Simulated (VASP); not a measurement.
Wanted: the native input for a VASP 6.6.1 run.

```
Task                   : relaxation of the atoms
Functional             : r2SCAN
Potentials or basis    : VASP PAW PBE potentials, release 64 (Be, Te)
Cutoff                 : 520 eV
k mesh                 : 8 × 8 × 8
Occupations            : fermi-dirac, width 0.02 eV
Spin                   : no spin polarisation
Dipole correction      : no
Further INCAR settings : ALGO = Normal; EDIFF = 1e-06; IBRION = 2; EDIFFG = -0.01; NSW = 50
```

The system is BeTe.

```
Be Te
1.0
     0.00000    2.84717    2.84717
     2.84717    0.00000    2.84717
     2.84717    2.84717    0.00000
Be Te
1 1
Cartesian
  0.0000 0.0000 0.0000
  1.4236 1.4236 1.4236
```

The input as run:

POSCAR

```
BeTe
1.0
    0.0000000000      2.8471721000      2.8471721000
    2.8471721000      0.0000000000      2.8471721000
    2.8471721000      2.8471721000      0.0000000000
Be Te
1 1
Direct
    0.0000000000      0.0000000000      0.0000000000
    0.2500000000      0.2500000000      0.2500000000
```

INCAR.step1

```
PREC = Accurate
ENCUT = 520
ISMEAR = -1
SIGMA = 0.02
LREAL = F
LASPH = T
NELM = 100
GGA = PE
ALGO = Normal
EDIFF = 1E-4
LWAVE = T
LCHARG = F
```

INCAR.step2

```
PREC = Accurate
ENCUT = 520
EDIFF = 1E-6
ISMEAR = -1
SIGMA = 0.02
LREAL = F
LASPH = T
NELM = 100
ALGO = Normal
ISIF = 2
LWAVE = F
LCHARG = F
METAGGA = R2SCAN
LMIXTAU = T
IBRION = 2
NSW = 50
EDIFFG = -0.01
ISTART = 1
```

KPOINTS

```
Automatic mesh
0
Gamma
  8 8 8
```

Potentials or basis: VASP PAW PBE potentials, release 64 (Be, Te).

Command:

```console
$ cat potpaw_PBE.64/Be/POTCAR potpaw_PBE.64/Te/POTCAR > POTCAR
$ cp INCAR.step1 INCAR
$ mpirun -np 1 vasp_std > vasp.out
$ cp INCAR.step2 INCAR
$ mpirun -np 1 vasp_std > vasp.out
```

Results of the run:

```
Pressure after relaxing : -1.0 GPa
Band gap on the k mesh  : 2.42 eV, indirect (least direct gap 4.05 eV)
```

Caveat: the relaxation stopped at its first step, so nothing moved; the PAW data sets were made with another functional, which shifts forces and pressure a little; spin-orbit coupling is left out, which moves the levels of the heavy elements.

Run time: 27 s on 1 thread of Intel Xeon 6975P-C, with other jobs on the host, peak memory 0.18 GiB.
